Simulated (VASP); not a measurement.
Write the native input for VASP 6.6.1 that does the following.

```yaml
Task: single point
Functional: PBE
Potentials_or_basis: VASP PAW PBE potentials, release 64 (Sc_sv)
Cutoff: 520 eV
k_mesh: 15 × 15 × 15
Occupations: fermi-dirac, width 0.03 eV
Spin: no spin polarisation
Dipole_correction: no
Further_INCAR_settings: ALGO = Normal; EDIFF = 1e-06; NBANDS = 12
```

The structure of Sc lies in POSCAR:

```
Sc
1.0
    0.0000000000      2.3077279282      2.3077279282
    2.3077279282      0.0000000000      2.3077279282
    2.3077279282      2.3077279282      0.0000000000
Sc
1
Direct
    0.0000000000      0.0000000000      0.0000000000
```

This isn't the form of Sc at room conditions, which is hcp.

These files were run (other wordings do the same):

INCAR

```
PREC = Accurate
ENCUT = 520
EDIFF = 1E-6
ISMEAR = -1
SIGMA = 0.03
LREAL = False
LASPH = True
NELM = 100
ALGO = Normal
ISIF = 2
LWAVE = False
LCHARG = True
GGA = PE
LELF = True
LVHAR = True
NBANDS = 12
```

KPOINTS

```
regular mesh
0
Gamma
  15 15 15
```

Potentials or basis: VASP PAW PBE potentials, release 64 (Sc_sv).

Run with:

```console
$ cat potpaw_PBE.64/Sc_sv/POTCAR > POTCAR
$ mpirun -np 1 vasp_std > vasp.out
```

It gave:

The pressure is 0.2 GPa and the band gap on the k mesh is zero (an odd number of electrons rules out a gap without spin polarisation).

Run time: 20 s on 1 thread of Intel(R) Xeon(R) Platinum 8259CL CPU @ 2.50GHz (Skylake/Cascade Lake), with other jobs on the host, peak memory 0.16 GiB.
